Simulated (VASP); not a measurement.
Au, 3 atoms in the cell. It takes space group C2/m (No. 12, monoclinic). Conventional cell: a = 4.107 Å, b = 4.190 Å, c = 2.875 Å, α = 90.00°, β = 133.27°, γ = 90.00°. Within 3.8 Å of Au (site symmetry 2/m) lie 12 Au at 2.87 to 2.99 Å. 

- Program: VASP 6.6.1
- Task: single point
- Functional: PBE
- Potentials or basis: VASP PAW PBE potentials, release 64 (Au)
- Cutoff: 520 eV
- k mesh: 6 × 6 × 6
- Occupations: gaussian, width 0.1 eV
- Spin: no spin polarisation
- Dipole correction: no
- Further INCAR settings: ALGO = Fast; EDIFF = 1e-07; NBANDS = 24

Potentials or basis: VASP PAW PBE potentials, release 64 (Au).

The run is started by

```sh
$ cat potpaw_PBE.64/Au/POTCAR > POTCAR
$ mpirun -np 1 vasp_std > vasp.out
```

Hardware: 1 thread of Intel(R) Xeon(R) 6975P-C (Granite Rapids), on a shared host.

Q: How long does it take, and how much memory?

A: Wall time 41 s on 1 thread of Intel(R) Xeon(R) 6975P-C (Granite Rapids) (shared host), peak memory 0.22 GiB. Counts: scf iterations 15, k points 68.
